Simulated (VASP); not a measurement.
**SiH6CO: single point with PBE+D3(BJ)**

SiH6CO:

```
O C H Si
1.0
     8.41883    0.00000    0.00000
     0.00000    8.41883    0.00000
     0.00000    0.00000    8.41883
O C H Si
3 3 18 3
Cartesian
  2.3692 4.7955 0.9706
  6.2634 1.3624 6.9218
  5.9067 5.4170 7.6206
  3.0783 5.7408 0.6431
  6.8002 1.1857 5.8068
  5.9202 4.3362 7.0688
  2.6430 6.7127 0.2996
  4.1844 5.7624 0.6065
  6.2832 1.5099 4.8820
  7.8672 0.8428 5.7755
  6.7613 3.6565 7.0417
  5.0344 3.9232 6.4883
  1.8163 1.9672 3.8608
  0.9828 -0.1715 4.3243
  3.3635 0.0643 4.6627
  2.1288 1.1622 6.2993
  7.9122 4.3808 1.8380
  7.0360 6.3692 2.9690
  6.2413 4.1075 3.0878
  8.5673 4.7264 4.1002
  8.7436 -0.2142 2.0961
  8.8297 1.3013 0.3662
  7.4741 -0.9077 0.1810
  6.7394 1.0048 1.3697
  2.0571 0.7901 4.8126
  7.5080 4.9904 3.0492
  7.9453 0.3103 0.9716
```

```yaml
Program: VASP 6.6.1
Task: single point
Functional: PBE
Dispersion: D3(BJ)
Potentials_or_basis: VASP PAW PBE potentials, release 64 (O_h, C_h, H_h, Si)
Cutoff: 1000 eV
k_mesh: 1 × 1 × 1
Occupations: fermi-dirac, width 0.02 eV
Spin: no spin polarisation
Dipole_correction: no
Further_INCAR_settings: LREAL = Auto; ALGO = Normal; EDIFF = 1e-06; NBANDS = 49
```

```
Pressure                   : -0.5 GPa
Largest force              : 2.849 eV/Å
Dispersion energy per atom : -0.029 eV
```

Forces in eV/Å, atoms in the order of the input:
```
O    0.954  0.853 -0.273
O    0.888 -0.597 -2.296
O    0.089 -0.310 -0.099
C   -0.881 -0.286  0.049
C   -0.555  0.851  2.662
C   -1.176  0.348 -0.547
H   -0.263 -0.033  0.050
H    0.126 -0.485  0.245
H    0.057 -0.265 -0.157
H   -0.471 -0.150 -0.290
H    0.948 -0.247  0.303
H    0.189  0.361  0.342
H    0.410 -0.297  0.570
H    0.228  0.162  0.624
H   -0.060  0.225 -0.346
H   -0.520 -0.046 -0.661
H    0.955 -0.088 -1.471
H    0.063  0.532  0.009
H    0.380  0.412  0.816
H   -0.482  0.138 -0.091
H    0.008 -0.106  0.415
H    0.302  0.225 -0.641
H    0.442  0.556  0.020
H   -0.599  0.366  0.536
Si   0.062 -0.058 -0.175
Si  -0.967 -1.061  0.776
Si  -0.127 -0.998 -0.369
```

Stress tensor (GPa, compression positive):
```
-0.27 -0.72 -0.74
-0.72 -0.51 -0.09
-0.74 -0.09 -0.59
```

Levels at points of the mesh, in eV from the Fermi level:
```
           k point  band 26  band 27  band 28  band 29  band 30  band 31  band 32  band 33  band 34  band 35
(0.00, 0.00, 0.00)    -2.39    -2.28    -1.22    -0.97    -0.56     1.99     2.76     2.83     3.95     4.33
```

Wall time 3.4 min on 1 thread of Intel(R) Xeon(R) Platinum 8375C CPU @ 2.90GHz (Ice Lake), on a shared host, peak memory 1.3 GiB.

Caveat: the k points lie up to 0.75 Å⁻¹ apart.
